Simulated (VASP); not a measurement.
# Sn (Fd-3m) in VASP: notebook

Sn is run at these levels: PBEsol; tasks: single point.

Program: VASP 6.6.1. These are calculated values, not measurements. Logs are shortened: lines on timing, memory, paths and dates and some standing lists are left out, and cuts for length are marked.

## (1) The cell of the first run

The structure is cubic, space group Fd-3m (No. 227). Conventional cell: a = 6.544 Å, b = 6.544 Å, c = 6.544 Å, α = 90.00°, β = 90.00°, γ = 90.00°. Within 3.7 Å of Sn (site symmetry -43m) lie 4 Sn at 2.83 Å.

This isn't the form of Sn at room conditions, which is tetragonal (white tin).

## (2) Single point, PBEsol

INCAR reads:

```
SYSTEM = Sn
ALGO     = Normal         ! electronic algorithm
EDIFF    = 1E-7           ! SCF threshold, eV
ENCUT    = 520            ! plane-wave cutoff, eV
GGA      = PS             ! functional
ISIF     = 2              ! what is computed and relaxed
ISMEAR   = -1             ! smearing method
LASPH    = .TRUE.         ! aspherical terms in the spheres
LCHARG   = .FALSE.        ! write CHGCAR
LREAL    = .FALSE.        ! projectors in reciprocal space
LWAVE    = .FALSE.        ! write WAVECAR
NBANDS   = 21             ! bands
NELM     = 60             ! most SCF steps
PREC     = Accurate       ! precision mode
SIGMA    = 0.1            ! smearing width, eV
```

KPOINTS reads:

```
k-points
0
G
  14 14 14
  0 0 0
```

POSCAR reads:

```
Sn
1.0
    0.0000000000      3.2719672718      3.2719672718
    3.2719672718      0.0000000000      3.2719672718
    3.2719672718      3.2719672718      0.0000000000
Sn
2
Direct
    0.5000000000      0.5000000000      0.5000000000
    0.7500000000      0.7500000000      0.7500000000
```

Potentials or basis: VASP PAW PBE potentials, release 64 (Sn_d).

On the command line:

```sh
$ cat potpaw_PBE.64/Sn_d/POTCAR > POTCAR
$ mpirun -np 1 vasp_std > vasp.out
```

OUTCAR:

```text
SYSTEM = Sn
   EDIFF = 1E-7
   ENCUT = 520
   GGA = PS
   ISIF = 2
   ISMEAR = -1
   LASPH = .TRUE.
   LREAL = .FALSE.
   NELM = 60
   PREC = Accurate

 ion  position               nearest neighbor table
   1  0.500  0.500  0.500-   2 2.83   2 2.83   2 2.83   2 2.83
   2  0.750  0.750  0.750-   1 2.83   1 2.83   1 2.83   1 2.83

  LATTYP: Found a face centered cubic cell.
 ALAT       =     6.5439345436

  Lattice vectors:

 A1 = (   0.0000000000,   3.2719672718,   3.2719672718)
 A2 = (   3.2719672718,   0.0000000000,   3.2719672718)
 A3 = (   3.2719672718,   3.2719672718,   0.0000000000)

Analysis of symmetry for initial positions (statically):
=====================================================================
 Subroutine PRICEL returns:
 Original cell was already a primitive cell.

 Routine SETGRP: Setting up the symmetry group for a
 face centered cubic supercell.

 Subroutine GETGRP returns: Found 48 space group operations
 (whereof 24 operations were pure point group operations)
 out of a pool of 48 trial point group operations.

The static configuration has the point symmetry T_d .
 The point group associated with its full space group is O_h .

Analysis of symmetry for dynamics (positions and initial velocities):
=====================================================================
 Subroutine PRICEL returns:
 Original cell was already a primitive cell.

 Routine SETGRP: Setting up the symmetry group for a
 face centered cubic supercell.

 Subroutine GETGRP returns: Found 48 space group operations
 (whereof 24 operations were pure point group operations)
 out of a pool of 48 trial point group operations.

The dynamic configuration has the point symmetry T_d .
 The point group associated with its full space group is O_h .

 Subroutine INISYM returns: Found 48 space group operations
 (whereof 24 operations are pure point group operations),
 and found     1 'primitive' translations

----------------------------------------------------------------------------------------

                                     Primitive cell

  volume of cell :      70.0579

  direct lattice vectors                    reciprocal lattice vectors
     0.000000000  3.271967272  3.271967272    -0.152813264  0.152813264  0.152813264
     3.271967272  0.000000000  3.271967272     0.152813264 -0.152813264  0.152813264
     3.271967272  3.271967272  0.000000000     0.152813264  0.152813264 -0.152813264

  length of vectors
     4.627260491  4.627260491  4.627260491     0.264680338  0.264680338  0.264680338

  position of ions in fractional coordinates (direct lattice)
     0.500000000  0.500000000  0.500000000
     0.750000000  0.750000000  0.750000000

  ion indices of the primitive-cell ions
   primitive index   ion index
                 1           1
                 2           2

----------------------------------------------------------------------------------------

 KPOINTS: k-points

Automatic generation of k-mesh.
 Grid dimensions read from file:
 generate k-points for:   14   14   14

 Generating k-lattice:

  Cartesian coordinates                     Fractional coordinates (reciprocal lattice)
    -0.010915233  0.010915233  0.010915233     0.071428571  0.000000000  0.000000000
     0.010915233 -0.010915233  0.010915233     0.000000000  0.071428571  0.000000000
     0.010915233  0.010915233 -0.010915233     0.000000000  0.000000000  0.071428571

  Length of vectors
     0.018905738  0.018905738  0.018905738

  Shift w.r.t. Gamma in fractional coordinates (k-lattice)
     0.000000000  0.000000000  0.000000000

 Subroutine IBZKPT returns following result:
 ===========================================

 Found    104 irreducible k-points:

 Following reciprocal coordinates:
            Coordinates               Weight
  0.000000  0.000000  0.000000      1.000000
  0.071429  0.000000  0.000000      8.000000
  0.142857  0.000000  0.000000      8.000000
  0.214286  0.000000  0.000000      8.000000
  0.285714  0.000000  0.000000      8.000000
  0.357143  0.000000  0.000000      8.000000
[... 16 lines left out ...]
  0.214286  0.142857  0.000000     24.000000
  0.285714  0.142857  0.000000     24.000000
 [... further k-points ...]
   k-points           NKPTS =    104   k-points in BZ     NKDIM =    104   number of bands    NBANDS=     21
   number of dos      NEDOS =    301   number of ions     NIONS =      2
   total plane-waves  NPLWV =  46656
   dimension x,y,z NGX =    36 NGY =   36 NGZ =   36
   dimension x,y,z NGXF=    72 NGYF=   72 NGZF=   72
   ions per type =               2
   NGX,Y,Z   is equivalent  to a cutoff of  12.93, 12.93, 12.93 a.u.
   NGXF,Y,Z  is equivalent  to a cutoff of  25.87, 25.87, 25.87 a.u.
 SYSTEM =  Sn
   PREC   = accura    normal or accurate (medium, high low for compatibility)
   ISTART =      0    job   : 0-new  1-cont  2-samecut
   ICHARG =      2    charge: 1-file 2-atom 10-const
   ISPIN  =      1    spin polarized calculation?
   LNONCOLLINEAR =      F non collinear calculations
   LSORBIT =      F    spin-orbit coupling
   LASPH  =      T    aspherical Exc in radial PAW
   ENCUT  =  520.0 eV  38.22 Ry    6.18 a.u.   8.60  8.60  8.60*2*pi/ulx,y,z
   NELM   =     60;   NELMIN=  2; NELMDL= -5     # of ELM steps
   EDIFF  = 0.1E-06   stopping-criterion for ELM
   LREAL  =      F    real-space projection
   EDIFFG = 0.1E-05   stopping-criterion for IOM
   NSW    =      0    number of steps for IOM
   IBRION =     -1    ionic relax: 0-MD 1-quasi-New 2-CG
   NFREE  =      0    steps in history (QN), initial steepest desc. (CG)
   ISIF   =      2    stress and relaxation
   ISYM   =      2    0-nonsym 1-usesym 2-fastsym
   POTIM  = 0.5000    time-step for ionic-motion
   TEBEG  =    0.0;   TEEND  =   0.0 temperature during run
   PSTRESS=    0.0 pullay stress
   NELECT =      28.0000    total number of electrons
   NUPDOWN=      -1.0000    fix difference up-down
   EMIN   =  10.00;   EMAX   =-10.00  energy-range for DOS
   EFERMI =   0.00;   METHOD = LEGACY
   ISMEAR =    -1;   SIGMA  =   0.10  broadening in eV -4-tet -1-fermi 0-gaus
   EFERMI_NEDOS =   21; number of points for ismear=-14 and -15
   IALGO  =     38    algorithm
   IMIX   =      4    mixing-type and parameters
     AMIX     =   0.40;   BMIX     =  1.00
     AMIX_MAG =   1.60;   BMIX_MAG =  1.00
  volume/ion in A,a.u.               =      35.03       236.39
  Fermi-wavevector in a.u.,A,eV,Ry     =   1.205892  2.278806 19.785272  1.454176
  Thomas-Fermi vector in A             =   2.341576
   LORBIT       =      0    0 simple, 1 ext, 2 COOP (PROOUT), +10 PAW based schemes
   GGA     = PS    functional components
   LHFCALC =     F    Hartree Fock is set to
   AEXX    =    0.0000 exact exchange contribution
   IVDW    =     0    specifies the selected vdW correction
   LEPSILON=     F    determine dielectric tensor
   LRPA    =     F    only Hartree local field effects (RPA)
 non-spin polarized calculation
  energy-cutoff  :      520.00
  volume of cell :       70.06
 maximum number of plane-waves:      1917
   NGX = 17   NGY = 17   NGZ = 17

 number of electron      27.9999985 magnetization

 Free energy of the ion-electron system (eV)
  ---------------------------------------------------
  ext. energy  EPLUGINS =         0.00000000
  ---------------------------------------------------
  free energy    TOTEN  =        -8.46841805 eV

  energy without entropy =       -8.46324589  energy(sigma->0) =       -8.46583197

 E-fermi :   5.2552     XC(G=0):  -8.9575

 val. band max:        5.2445479817   @ k =   0.3571   0.0000   0.0000
 cond. band min:       5.3130790785   @ k =   0.0000   0.0000   0.0000
 fundamental gap:      0.0685310968
 Fermi energy:         5.2552002716

 k-point     1 :       0.0000    0.0000    0.0000
  band No.  band energies     occupation
      1     -16.3248      2.00000
      2     -16.3248      2.00000
      3     -16.3248      2.00000
      4     -16.2678      2.00000
      5     -16.2678      2.00000
      6     -15.9761      2.00000
[... 13 lines left out ...]
     20      13.1371      0.00000
     21      13.1371      0.00000

 k-point     2 :       0.0714    0.0000    0.0000
  band No.  band energies     occupation
      1     -16.3288      2.00000
      2     -16.3288      2.00000
      3     -16.3236      2.00000
      4     -16.2624      2.00000
      5     -16.2624      2.00000
      6     -15.9874      2.00000
[... 13 lines left out ...]
     20      12.6175      0.00000
     21      12.6175      0.00000

 k-point     3 :       0.1429    0.0000    0.0000
  band No.  band energies     occupation
      1     -16.3371      2.00000
      2     -16.3371      2.00000
      3     -16.3202      2.00000
      4     -16.2502      2.00000
      5     -16.2502      2.00000
      6     -16.0011      2.00000
[... 13 lines left out ...]
     20      12.1732      0.00000
     21      12.1732      0.00000

 k-point     4 :       0.2143    0.0000    0.0000
  band No.  band energies     occupation
      1     -16.3453      2.00000
      2     -16.3453      2.00000
      3     -16.3152      2.00000
      4     -16.2367      2.00000
      5     -16.2367      2.00000
      6     -16.0135      2.00000
[... 13 lines left out ...]
     20      12.0049      0.00000
     21      12.0049      0.00000

 k-point     5 :       0.2857    0.0000    0.0000
  band No.  band energies     occupation
      1     -16.3518      2.00000
      2     -16.3518      2.00000
      3     -16.3095      2.00000
      4     -16.2251      2.00000
      5     -16.2251      2.00000
      6     -16.0232      2.00000
[... 13 lines left out ...]
     20      12.1798      0.00000
     21      12.1798      0.00000

 k-point     6 :       0.3571    0.0000    0.0000
  band No.  band energies     occupation
      1     -16.3560      2.00000
      2     -16.3560      2.00000
      3     -16.3041      2.00000
      4     -16.2168      2.00000
      5     -16.2168      2.00000
      6     -16.0296      2.00000
[... 13 lines left out ...]
     20      12.6848      0.00000
     21      12.6848      0.00000

 k-point     7 :       0.4286    0.0000    0.0000
  band No.  band energies     occupation
      1     -16.3583      2.00000
      2     -16.3583      2.00000
      3     -16.3004      2.00000
      4     -16.2121      2.00000
      5     -16.2121      2.00000
      6     -16.0329      2.00000
[... 13 lines left out ...]
     20      13.3996      0.00000
     21      13.3996      0.00000
[... 291 lines left out ...]
      1     -16.3449      2.00000
      2     -16.3386      2.00000
      3     -16.3182      2.00000
      4     -16.2470      2.00000
      5     -16.2372      2.00000
      6     -16.0175      2.00000
[... 13 lines left out ...]
     20      11.6847      0.00000
     21      12.1691      0.00000

 k-point    21 :      -0.0714    0.0714    0.0000
  band No.  band energies     occupation
      1     -16.3360      2.00000
      2     -16.3306      2.00000
      3     -16.3232      2.00000
      4     -16.2577      2.00000
      5     -16.2518      2.00000
      6     -16.0028      2.00000
[... 13 lines left out ...]
     20      12.0460      0.00000
     21      12.3835      0.00000

 k-point    22 :       0.1429    0.1429    0.0000
  band No.  band energies     occupation
      1     -16.3352      2.00000
      2     -16.3352      2.00000
      3     -16.3323      2.00000
      4     -16.2526      2.00000
      5     -16.2310      2.00000
      6     -16.0359      2.00000
[... 13 lines left out ...]
     20      11.2942      0.00000
     21      13.3617      0.00000

 k-point    23 :       0.2143    0.1429    0.0000
  band No.  band energies     occupation
      1     -16.3460      2.00000
      2     -16.3413      2.00000
      3     -16.3256      2.00000
      4     -16.2427      2.00000
      5     -16.2151      2.00000
      6     -16.0538      2.00000
[... 13 lines left out ...]
     20      11.9088      0.00000
     21      13.1864      0.00000

 k-point    24 :       0.2857    0.1429    0.0000
  band No.  band energies     occupation
      1     -16.3573      2.00000
      2     -16.3481      2.00000
      3     -16.3143      2.00000
      4     -16.2304      2.00000
      5     -16.2006      2.00000
      6     -16.0678      2.00000
[... 13 lines left out ...]
     20      12.4318      0.00000
     21      13.1526      0.00000

 [... further k-points ...]

------------------------ aborting loop because EDIFF is reached ----------------------------------------

  FORCE on cell =-STRESS in cart. coord.  units (eV):
  Direction    XX          YY          ZZ          XY          YZ          ZX
  --------------------------------------------------------------------------------------
  -------------------------------------------------------------------------------------
  Total       -0.0556176     -0.0556176     -0.0556176     -0.0000000      0.0000000      0.0000000
  in kB       -1.2719379     -1.2719379     -1.2719379     -0.0000000      0.0000000      0.0000000
  external PRESSURE =      -1.2719379 kB  Pullay stress =       0.0000000 kB

 VOLUME and BASIS-vectors are now :
 -----------------------------------------------------------------------------
  energy-cutoff  :      520.00
  volume of cell :       70.06
      direct lattice vectors                 reciprocal lattice vectors
     0.000000000  3.271967272  3.271967272    -0.152813264  0.152813264  0.152813264
     3.271967272  0.000000000  3.271967272     0.152813264 -0.152813264  0.152813264
     3.271967272  3.271967272  0.000000000     0.152813264  0.152813264 -0.152813264

 POSITION                                       TOTAL-FORCE (eV/Angst)
 -----------------------------------------------------------------------------------
      3.27197      3.27197      3.27197        -0.000000     -0.000000     -0.000000
      4.90795      4.90795      4.90795         0.000000      0.000000      0.000000
 -----------------------------------------------------------------------------------
    total drift:                                0.000000      0.000000      0.000000

  FREE ENERGIE OF THE ION-ELECTRON SYSTEM (eV)
  ---------------------------------------------------
  free  energy   TOTEN  =        -8.4684180492 eV

  energy  without entropy=       -8.4632458900  energy(sigma->0) =       -8.46583197
```

Wall time 44 s (1 thread of Intel Xeon 6975P-C (Granite Rapids), shared host); peak memory 0.27 GiB.

Results:

```
Free energy            : -8.4684 eV
Pressure               : -0.1 GPa
Band gap on the k mesh : zero (bands 14 and 15 overlap by 0.20 eV)
```

Levels at points of the mesh, in eV from the Fermi level:
| k point | band 10 | band 11 | band 12 | band 13 | band 14 | band 15 | band 16 | band 17 | band 18 | band 19 |
| --- | --- | --- | --- | --- | --- | --- | --- | --- | --- | --- |
| (0.00, 0.00, 0.00) | -21.22 | -10.49 | -0.89 | 0.06 | 0.06 | 0.06 | 2.12 | 2.12 | 2.12 | 4.81 |
| (0.50, 0.00, 0.00) | -21.18 | -8.92 | -6.26 | -1.11 | -1.11 | -0.14 | 3.17 | 3.17 | 5.51 | 8.26 |
| (0.50, 0.50, 0.00) | -21.16 | -7.48 | -7.48 | -2.42 | -2.42 | 0.76 | 0.76 | 7.52 | 7.52 | 9.02 |

Caveat: the PAW data sets were made with another functional, which shifts forces and pressure a little; spin-orbit coupling is left out, which moves the levels of the heavy elements.

(Part 1 of 2 ends here.)
